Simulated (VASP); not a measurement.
# LiMnH3: single point with PBE

LiMnH3:

```xyz
10
Lattice="0.0000 0.0000 3.4054 4.6988 0.0000 0.0000 0.0000 4.6988 0.0000" Properties=species:S:1:pos:R:3 pbc="T T T"
Li    0.0000    2.3494    1.7027
Li    2.3494    0.0000    1.7027
Mn    2.3494    2.3494    0.0000
Mn    0.0000    0.0000    0.0000
H     3.8039    1.4545    0.0000
H     3.2442    3.8039    0.0000
H     2.3494    2.3494    1.7027
H     0.8948    3.2442    0.0000
H     1.4545    0.8948    0.0000
H     0.0000    0.0000    1.7027
```

```json
{"Program": "VASP 6.6.1", "Task": "single point", "Functional": "PBE", "Potentials or basis": "VASP PAW PBE potentials, release 64 (Li_sv, Mn_pv, H)", "Cutoff": "520 eV", "k mesh": "6 × 6 × 6", "Occupations": "gaussian, width 0.2 eV", "Spin": "collinear spin, ferromagnetic start", "Starting moments": "[0.0, 0.0, 2.42, 2.42, 0.0, 0.0, 0.0, 0.0, 0.0, 0.0] μB"}
```

```json
{
  "Largest force": "0.011 eV/Å",
  "Net moment": "5.80 μB per cell",
  "Site moments": "Li -0.01; Mn +2.89; H -0.02 μB",
  "Valence electrons inside the program's atomic spheres": "Li 2.06; Mn 11.76; H 0.58"
}
```

Forces on the atoms (eV/Å):
```
Li   0.000  0.000  0.000
Li   0.000  0.000  0.000
Mn   0.000  0.000  0.000
Mn   0.000  0.000  0.000
H    0.008  0.008  0.000
H   -0.008  0.008  0.000
H    0.000  0.000  0.000
H   -0.008 -0.008  0.000
H    0.008 -0.008  0.000
H    0.000  0.000  0.000
```

Levels at points of the mesh, in eV from the Fermi level:
Spin up:
| k point | band 20 | band 21 | band 22 | band 23 | band 24 | band 25 |
| --- | --- | --- | --- | --- | --- | --- |
| (0.00, 0.00, 0.00) | -1.81 | -1.58 | -0.06 | 3.27 | 4.27 | 4.27 |
| (0.50, 0.00, 0.00) | -1.84 | -1.73 | -1.56 | -1.45 | 3.17 | 4.06 |
| (0.00, 0.50, 0.00) | -2.00 | 0.37 | 0.37 | 1.96 | 1.96 | 6.21 |
| (0.50, 0.50, 0.00) | -2.29 | -1.43 | -1.43 | 1.20 | 1.20 | 5.14 |
| (0.00, 0.50, 0.50) | -1.77 | -1.27 | -1.27 | 5.13 | 5.13 | 6.87 |
| (0.50, 0.50, 0.50) | -2.11 | -1.72 | -1.72 | -0.18 | -0.18 | 4.53 |
Spin down:
```tsv
k point	band 14	band 15	band 16	band 17	band 18	band 19
(0.00, 0.00, 0.00)	-4.44	-1.19	0.50	0.50	0.70	1.04
(0.50, 0.00, 0.00)	-3.29	-1.27	-1.27	-1.07	0.37	0.37
(0.00, 0.50, 0.00)	-4.44	-0.04	-0.04	0.60	0.60	0.77
(0.50, 0.50, 0.00)	-4.08	-0.48	-0.48	-0.17	-0.17	0.21
(0.00, 0.50, 0.50)	-4.42	0.14	0.14	0.25	0.25	1.10
(0.50, 0.50, 0.50)	-4.72	-1.37	-1.37	0.37	0.37	0.59
```

Run time: 2 min on 1 thread of Intel(R) Xeon(R) 6975P-C (Granite Rapids), on a shared host, peak memory 0.3 GiB.
